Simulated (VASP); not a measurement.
Wanted: the native input for a VASP 6.6.1 run.

| Property | Result |
| --- | --- |
| Task | single point |
| Functional | PBE |
| Potentials or basis | VASP PAW PBE potentials, release 64 (Al, N_h) |
| Cutoff | 1000 eV |
| k mesh | 5 × 3 × 1 |
| Occupations | gaussian, width 0.1 eV |
| Spin | no spin polarisation |
| Dipole correction | yes |
| Further INCAR settings | LREAL = Auto; ALGO = Normal; EDIFF = 1e-06; NBANDS = 48; NELMDL = -8 |

The structure of Al9N lies in POSCAR:

```
Al9N
1.0
    5.7070863110      0.0000000000      0.0000000000
   -1.4267715777      9.7014842372      0.0000000000
    0.0000000000      0.0000000000     22.7903703877
Al N
18 2
Direct
    0.2662216041      0.0648864163      0.1755127245
    0.7662216041      0.0648864163      0.1755127245
    0.3354806058      0.3419224231      0.2192029851
    0.8354806058      0.3419224231      0.2192029851
    0.1493324061      0.5973296244      0.2279410371
    0.6493324061      0.5973296244      0.2279410371
    0.4631842064      0.8527368258      0.2366790893
    0.9631842064      0.8527368258      0.2366790893
    0.0319772075      0.1277109158      0.2808262501
    0.5319772075      0.1277109158      0.2808262501
    0.0997917578      0.4042231245      0.3301071117
    0.5997917578      0.4042231245      0.3301071117
    0.4144000538      0.6596656467      0.3369822073
    0.9144000538      0.6596656467      0.3369822073
    0.2263076930      0.9110819227      0.3449259125
    0.7263076930      0.9110819227      0.3449259125
    0.2962427187      0.1814071959      0.3857054641
    0.7962427187      0.1814071959      0.3857054641
    0.3799362750      0.9110819227      0.4208080090
    0.5726791109      0.9110819227      0.4208080090
```

The input as run:

INCAR

```
SYSTEM = Al9N
PREC = Accurate
ENCUT = 1000
EDIFF = 1E-6
ISMEAR = 0
SIGMA = 0.1
LREAL = Auto
LASPH = .TRUE.
NELM = 120
ALGO = Normal
ISIF = 2
LWAVE = .FALSE.
LCHARG = .FALSE.
LDIPOL = .TRUE.
IDIPOL = 3
DIPOL = 0.5 0.5 0.296
GGA = PE
NBANDS = 48
GGA_COMPAT = .FALSE.
NELMDL = -8
```

KPOINTS

```
Automatic mesh
0
G
  5 3 1
  0 0 0
```

Potentials or basis: VASP PAW PBE potentials, release 64 (Al, N_h).

Command:

```sh
$ cat potpaw_PBE.64/Al/POTCAR potpaw_PBE.64/N_h/POTCAR > POTCAR
$ mpirun -np 1 vasp_std > vasp.out
```

Results of the run:

The largest force is 9.415 eV/Å. The band gap on the k mesh is zero (bands 32 and 33 overlap by 0.40 eV).

It took 39 min on 1 thread of AMD EPYC 9R45 96-Core Processor (Zen 5), with other jobs on the host, peak memory 2.7 GiB.
